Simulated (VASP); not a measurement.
# Bi (R-3m) in VASP: a series of runs, part 2 of 2

VASP 6.6.1.

**4. Single point, LDA**

INCAR

```
ALGO = Normal
EDIFF = 1E-7
ENCUT = 520
ISIF = 2
ISMEAR = -1
LASPH = T
LCHARG = F
LREAL = F
LWAVE = F
NBANDS = 22
NELM = 80
PREC = Accurate
SIGMA = 0.01
```

KPOINTS

```
k-points
0
Gamma
  9 9 9
```

POSCAR

```
Bi
1.0
    2.2451514826      1.2962388128      3.8388382945
   -2.2451514826      1.2962388128      3.8388382945
    0.0000000000     -2.5924776257      3.8388382945
Bi
2
Direct
    0.2371145469      0.2371145469      0.2371145469
    0.7628854531      0.7628854531      0.7628854531
```

Started as:

```sh
> cat potpaw_LDA.64/Bi_d/POTCAR > POTCAR
> mpirun -np 1 vasp_std > vasp.out
```

Run time: 79 s. Hardware: 1 thread of Intel Xeon Platinum 8375C at 2.90GHz (Ice Lake), shared host; peak memory 0.23 GiB.

Results (log left out):

* Free energy: -9.1333 eV
* Pressure: 0.1 GPa
* Largest force: 0.010 eV/Å
* Band gap on the k mesh: zero (band 15 reaches 6.64 eV, above the bottom of band 16 at 6.61 eV)

Forces in eV/Å, atoms in the order of the input:
```
Bi   0.000  0.000  0.010
Bi   0.000  0.000 -0.010
```

Stress tensor (GPa, compression positive):
```
0.12 0.00 0.00
0.00 0.12 0.00
0.00 0.00 0.01
```

Levels at points of the mesh, in eV from the Fermi level:
```
           k point  band 11  band 12  band 13  band 14  band 15  band 16  band 17  band 18  band 19  band 20
(0.00, 0.00, 0.00)   -13.36    -7.29    -1.54    -1.29    -1.29     2.80     3.10     3.10     5.56     5.73
```

Caveat: spin-orbit coupling is left out, which moves the levels of the heavy elements.

**5. Single point, LDA**

INCAR

```
PREC     = Accurate       # precision mode
ENCUT    = 520            # plane-wave cutoff, eV
EDIFF    = 1E-7           # SCF threshold, eV
ISMEAR   = -1             # smearing method
SIGMA    = 0.03           # smearing width, eV
LREAL    = False          # projectors in reciprocal space
LASPH    = True           # aspherical terms in the spheres
NELM     = 100            # most SCF steps
ALGO     = Normal         # electronic algorithm
ISIF     = 2              # what is computed and relaxed
LWAVE    = False          # write WAVECAR
LCHARG   = False          # write CHGCAR
GGA      = CA             # functional
NBANDS   = 22             # bands
```

KPOINTS

```
Automatic mesh
0
Gamma
  9 9 9
```

POSCAR is that of step 4.

Potentials or basis: VASP PAW LDA potentials, release 64 (Bi_d).

Started as:

```sh
> cat potpaw_LDA.64/Bi_d/POTCAR > POTCAR
> mpirun -np 1 vasp_std > vasp.out
```

OUTCAR:

```text
PREC = Accurate
   ENCUT = 520
   EDIFF = 1E-7
   ISMEAR = -1
   LREAL = False
   LASPH = True
   NELM = 100
   ISIF = 2
   GGA = CA

 ion  position               nearest neighbor table
   1  0.237  0.237  0.237-   2 3.06   2 3.06   2 3.06   2 3.41   2 3.41   2 3.41
   2  0.763  0.763  0.763-   1 3.06   1 3.06   1 3.06   1 3.41   1 3.41   1 3.41

  LATTYP: Found a trigonal (rhomboedric) cell.
 ALAT       =     4.6322370072
 COS(alpha) =     0.5301710765

  Lattice vectors:

 A1 = (   2.2451514826,   1.2962388128,   3.8388382945)
 A2 = (  -2.2451514826,   1.2962388128,   3.8388382945)
[... 187 lines left out ...]
      4     -16.1290      2.00000
      5     -16.1181      2.00000
      6     -15.9192      2.00000
[... 589 lines left out ...]
     21      16.5107      0.00000
     22      17.2071      0.00000

 [... further k-points ...]
[... 5 lines left out ...]
  --------------------------------------------------------------------------------------
  -------------------------------------------------------------------------------------
  Total        0.0519441      0.0519441      0.0020181      0.0000000     -0.0000000      0.0000000
  in kB        1.2415518      1.2415518      0.0482356      0.0000000     -0.0000000      0.0000000
  external PRESSURE =       0.8437797 kB  Pullay stress =       0.0000000 kB

 VOLUME and BASIS-vectors are now :
 -----------------------------------------------------------------------------
  energy-cutoff  :      520.00
  volume of cell :       67.03
      direct lattice vectors                 reciprocal lattice vectors
     2.245151483  1.296238813  3.838838294     0.222702122  0.128577130  0.086831825
    -2.245151483  1.296238813  3.838838294    -0.222702122  0.128577130  0.086831825
     0.000000000 -2.592477626  3.838838294     0.000000000 -0.257154260  0.086831825

 POSITION                                       TOTAL-FORCE (eV/Angst)
 -----------------------------------------------------------------------------------
      0.00000     -0.00000      2.73073         0.000000     -0.000000      0.007994
      0.00000     -0.00000      8.78578         0.000000      0.000000     -0.007994
 -----------------------------------------------------------------------------------
    total drift:                                0.000000      0.000000      0.000000

  FREE ENERGIE OF THE ION-ELECTRON SYSTEM (eV)
  ---------------------------------------------------
  free  energy   TOTEN  =        -9.1337191055 eV

  energy  without entropy=       -9.1329717810  energy(sigma->0) =       -9.13334544
```

OSZICAR:

```text
N       E                     dE             d eps       ncg     rms          rms(c)
DAV:   1     0.306767024107E+03    0.30677E+03   -0.16262E+04  3740   0.167E+03
DAV:   2     0.171556948516E+02   -0.28961E+03   -0.28247E+03  3764   0.439E+02
DAV:   3    -0.824185618575E+01   -0.25398E+02   -0.25096E+02  4580   0.144E+02
DAV:   4    -0.911602415744E+01   -0.87417E+00   -0.87368E+00  4540   0.292E+01
DAV:   5    -0.915557721936E+01   -0.39553E-01   -0.39552E-01  5468   0.559E+00    0.106E+00
DAV:   6    -0.914059441742E+01    0.14983E-01   -0.19126E-02  4802   0.148E+00    0.613E-01
DAV:   7    -0.913378524894E+01    0.68092E-02   -0.11851E-02  4862   0.119E+00    0.105E-01
DAV:   8    -0.913371333767E+01    0.71911E-04   -0.12563E-03  4364   0.421E-01    0.170E-02
DAV:   9    -0.913371925609E+01   -0.59184E-05   -0.56342E-05  5720   0.574E-02    0.715E-03
DAV:  10    -0.913371905688E+01    0.19921E-06   -0.22368E-06  4790   0.113E-02    0.149E-03
DAV:  11    -0.913371910546E+01   -0.48583E-07   -0.14213E-07  3252   0.294E-03
   1 F= -.91337191E+01 E0= -.91333454E+01  d E =-.747324E-03
```

Run time: 84 s. Hardware: 1 thread of Intel Xeon Platinum 8375C at 2.90GHz (Ice Lake), shared host; peak memory 0.23 GiB.

What came out:

| Quantity | Value |
| --- | --- |
| Free energy | -9.1337 eV |
| Pressure | 0.1 GPa |
| Largest force | 0.008 eV/Å |
| Band gap on the k mesh | zero (band 15 reaches 6.64 eV, above the bottom of band 16 at 6.61 eV) |

Forces in eV/Å, atoms in the order of the input:
```
Bi   0.000  0.000  0.008
Bi   0.000  0.000 -0.008
```

Stress tensor (GPa, compression positive):
```
0.12 0.00 0.00
0.00 0.12 0.00
0.00 0.00 0.00
```

Caveat: spin-orbit coupling is left out, which moves the levels of the heavy elements.

**6. Single point, LDA**

INCAR

```
SYSTEM = Bi
  ALGO = Normal
  EDIFF = 1E-6
  ENCUT = 520
  ISIF = 2
  ISMEAR = -1
  LASPH = .TRUE.
  LCHARG = .FALSE.
  LREAL = .FALSE.
  LWAVE = .FALSE.
  NBANDS = 22
  NELM = 100
  PREC = Accurate
  SIGMA = 0.2
```

KPOINTS

```
k-points
0
G
  9 9 9
  0 0 0
```

POSCAR is that of step 5.

Potentials or basis: VASP PAW LDA potentials, release 64 (Bi_d).

Started as:

```sh
> cat potpaw_LDA.64/Bi_d/POTCAR > POTCAR
> mpirun -np 1 vasp_std > vasp.out
```

Wall time 75 s (1 thread of Intel Xeon Platinum 8375C at 2.90GHz (Ice Lake), shared host); peak memory 0.23 GiB.

Results (log left out):

| Item | Value |
| --- | --- |
| Free energy | -9.1629 eV |
| Pressure | 0.2 GPa |
| Largest force | 0.096 eV/Å |
| Band gap on the k mesh | zero (band 15 reaches 6.64 eV, above the bottom of band 16 at 6.61 eV) |

Forces on the atoms (eV/Å):
```
Bi   0.000  0.000  0.096
Bi   0.000  0.000 -0.096
```

Stress tensor (GPa, compression positive):
```
0.20 0.00 0.00
0.00 0.20 0.00
0.00 0.00 0.12
```

Levels at points of the mesh, in eV from the Fermi level:
| k point | band 11 | band 12 | band 13 | band 14 | band 15 | band 16 | band 17 | band 18 | band 19 | band 20 |
| --- | --- | --- | --- | --- | --- | --- | --- | --- | --- | --- |
| (0.00, 0.00, 0.00) | -13.42 | -7.35 | -1.60 | -1.35 | -1.35 | 2.74 | 3.04 | 3.04 | 5.51 | 5.67 |

Caveat: spin-orbit coupling is left out, which moves the levels of the heavy elements.

**7. The runs side by side**

```tsv
smearing	gap on the mesh (eV)	pressure (GPa)	largest force (eV/Å)
fermi-dirac 0.1 eV	none	0.1	0.02
fermi-dirac 0.01 eV	none	0.1	0.01
fermi-dirac 0.03 eV	none	0.1	0.01
fermi-dirac 0.2 eV	none	0.2	0.10
```

Alike in all rows: task single point; level LDA; potentials or basis VASP PAW LDA potentials, release 64 (Bi_d); no spin polarisation; cell as given; k mesh 9 × 9 × 9; cutoff (eV) 520.

Every run on the cell as given and a fine mesh finds a metal.

Caveats: spin-orbit coupling is left out, which moves the levels of the heavy elements.

Total energies depend on the potentials used, so only differences within one code and one set of settings carry meaning.
